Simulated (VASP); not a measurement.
# Pt: single point with PBE

Pt:

```
Pt
1.0
    -5.95535   -5.95535    0.00000
    -5.95535    0.00000   -5.95535
     0.00000   -5.95535   -5.95535
Pt
27
Cartesian
  -7.9405 -7.9405 -7.9405
  -5.9553 -5.9553 -7.9405
  -3.9702 -3.9702 -7.9405
  -5.9553 -7.9405 -5.9553
  -3.9702 -5.9553 -5.9553
  -1.9851 -3.9702 -5.9553
  -3.9702 -7.9405 -3.9702
  -1.9851 -5.9553 -3.9702
  0.0000 -3.9702 -3.9702
  -7.9405 -5.9553 -5.9553
  -5.9553 -3.9702 -5.9553
  -3.9702 -1.9851 -5.9553
  -5.9553 -5.9553 -3.9702
  -3.9702 -3.9702 -3.9702
  -1.9851 -1.9851 -3.9702
  -3.9702 -5.9553 -1.9851
  -1.9851 -3.9702 -1.9851
  0.0000 -1.9851 -1.9851
  -7.9405 -3.9702 -3.9702
  -5.9553 -1.9851 -3.9702
  -3.9702 0.0000 -3.9702
  -5.9553 -3.9702 -1.9851
  -3.9702 -1.9851 -1.9851
  -1.9851 0.0000 -1.9851
  -3.9702 -3.9702 0.0000
  -1.9851 -1.9851 0.0000
  0.0000 0.0000 0.0000
```

```
Program             : VASP 6.6.1
Task                : single point
Functional          : PBE
Potentials or basis : VASP PAW PBE potentials, release 64 (Pt)
Cutoff              : 520 eV
k mesh              : 4 × 4 × 4
Occupations         : gaussian, width 0.1 eV
Spin                : no spin polarisation
```

```
Pressure               : -0.4 GPa
Band gap on the k mesh : zero (band 135 reaches 10.73 eV, above the bottom of band 136 at 9.98 eV)
```

Levels at points of the mesh, in eV from the Fermi level:
```
           k point  band 131  band 132  band 133  band 134  band 135  band 136  band 137  band 138  band 139  band 140
(0.00, 0.00, 0.00)     -0.79     -0.79     -0.61     -0.61     -0.61     -0.61     -0.61     -0.61     -0.61     -0.61
(0.50, 0.00, 0.00)     -0.14     -0.14     -0.14     -0.14     -0.14     -0.14      0.02      0.02      0.22      0.22
(0.50, 0.50, 0.00)      0.08      0.08      0.08      0.08      0.08      0.45      0.45      0.45      0.45      0.45
```

Wall time 13 min on 1 thread of AMD EPYC 9R45 96-Core Processor (Zen 5), with other jobs on the host, peak memory 0.74 GiB.

Caveat: spin-orbit coupling is left out, which moves the levels of the heavy elements.
